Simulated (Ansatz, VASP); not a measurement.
## One calculation of C, two programs

```xyz
2
Lattice="0.0000 2.0696 3.2332 1.1957 0.0000 3.2332 1.1957 2.0696 0.0000" Properties=species:S:1:pos:R:3 pbc="T T T"
C     1.1957    0.7873    3.2332
C     1.1957    3.3520    3.2332
```

Alike in both runs: task single point; functional PBEsol; dispersion D3(BJ); k mesh 16 × 16 × 16; occupations gaussian, width 0.03 eV; no spin polarisation.

|  | VASP | Ansatz |
| --- | --- | --- |
| version | VASP 6.6.1 | Ansatz 0.2.0 |
| potentials or method | VASP PAW PBE potentials, release 64 (C), cutoff 520 eV | scalar-relativistic, plane waves, PAW |
| valence electrons in the cell | 8 | 8 |

|  | VASP | Ansatz | Ansatz less VASP |
| --- | --- | --- | --- |
| gap on the k mesh at the Fermi level (eV) | none | none | - |
| rms of the force components (eV/Å) | 5.418 | 5.416 | -0.0021 |

VASP's potentials were made for PBE, not for PBEsol, and Ansatz warns of the same on its side. Atom by atom the forces differ by 0.002 eV/Å (rms over components). A gap of «none» marks a metal or a gap that the smearing closes.
